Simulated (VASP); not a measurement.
MnO:

```xyz
2
Lattice="0.0000 2.2220 2.2220 2.2220 0.0000 2.2220 2.2220 2.2220 0.0000" Properties=species:S:1:pos:R:3 pbc="T T T"
Mn    0.0000    0.0000    0.0000
O     2.2220    2.2220    2.2220
```

Base run:

```yaml
Program: VASP 6.6.1
Functional: PBE
Potentials_or_basis: VASP PAW PBE potentials, release 64 (Mn_sv, O)
Cutoff: 700 eV
k_mesh: 9 × 9 × 9
Occupations: fermi-dirac, width 0.05 eV
Spin: collinear spin, ferromagnetic start
Starting_moments: "[1.0, 0.0] μB"
Fixed_moment: 1 μB
```

Its results: pressure -25.5 GPa; site moments Mn +0.92; O +0.05 μB.

Problem. After a change of settings the same cell gave: pressure -30.1 GPa; site moments Mn +1.92; O -0.02 μB. Which change was it?
A. fixed moment from 1 μB to 2 μB; moments at the start from [1.0, 0.0] to [2.0, 0.0]
B. fixed moment from 1 μB to 6 μB; moments at the start from [1.0, 0.0] to [6.0, 0.0]
C. fixed moment from 1 μB to 4 μB; moments at the start from [1.0, 0.0] to [4.0, 0.0]
D. fixed moment from 1 μB to 3 μB; moments at the start from [1.0, 0.0] to [3.0, 0.0]

Solution. A.

Caveats: the cell stands under tension; the total moment is fixed, so each spin has its own Fermi level and the state may be an excited one; a cell with one magnetic atom can't hold antiferromagnetic order, which such compounds often take.
